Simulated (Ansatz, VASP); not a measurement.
**W: VASP beside Ansatz**

```
W
1.0
    -1.59730    1.59730   -1.59730
    -1.59730   -1.59730    1.59730
     0.00000    6.74275    6.74275
W
4
Direct
  0.00000 0.00000 0.82912
  0.50000 0.50000 0.11845
  0.00000 0.00000 0.35534
  0.50000 0.50000 0.59223
```

Alike in both runs: task single point; functional PBEsol; k mesh 18 × 18 × 5; occupations gaussian, width 0.15 eV; no spin polarisation.

|  | VASP | Ansatz |
| --- | --- | --- |
| version | VASP 6.6.1 | Ansatz 0.2.0 |
| potentials or method | VASP PAW PBE potentials, release 64 (W_sv), cutoff 520 eV | scalar-relativistic, plane waves, PAW |
| valence electrons in the cell | 56 | 56 |

```csv
,VASP,Ansatz,Ansatz less VASP
gap on the k mesh at the Fermi level (eV),none,none,-
pressure (GPa),-19.3,-19.7,-0.37
"traceless stress, the component that is largest in VASP (GPa)",-3.97,-3.91,+0.057
rms of the force components (eV/Å),0.616,0.608,-0.0078
```

VASP's potentials were made for PBE, not for PBEsol. Atom by atom the forces differ by 0.008 eV/Å (rms over components). A gap of «none» marks a metal or a gap that the smearing closes. With one functional, cell and mesh, what is left measures potentials, basis and numerics.

Neither program's run includes spin-orbit coupling.
